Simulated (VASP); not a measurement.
Here is a VASP 6.6.1 calculation.

INCAR

```
SYSTEM = Au
ALGO = Normal
EDIFF = 1E-6
ENCUT = 520
GGA = PS
ISIF = 2
ISMEAR = -1
LASPH = .True.
LCHARG = .True.
LELF = .True.
LREAL = .False.
LVHAR = .True.
LWAVE = .False.
NBANDS = 18
NELM = 80
PREC = Accurate
SIGMA = 0.05
```

Contents of KPOINTS:

```
k-points
0
Gamma
  11 11 6
  0 0 0
```

Contents of POSCAR:

```
Au
1.0
    2.8448553789      0.0000000000      0.0000000000
   -1.4224276895      2.4637170282      0.0000000000
    0.0000000000      0.0000000000      4.7278854184
Au
2
Direct
    0.6666666667      0.3333333333      0.2500000000
    0.3333333333      0.6666666667      0.7500000000
```

Potentials or basis: VASP PAW PBE potentials, release 64 (Au).

Command:

```sh
$ cat potpaw_PBE.64/Au/POTCAR > POTCAR
$ mpirun -np 1 vasp_std > vasp.out
```

Q: Predict the pressure.

A: 4.7 GPa.

Q: Predict the band gap on the k mesh.

A: Zero (bands 11 and 12 overlap by 6.48 eV).

Caveat: the cell stands under pressure; the PAW data sets were made with another functional, which shifts forces and pressure a little; spin-orbit coupling is left out, which moves the levels of the heavy elements.
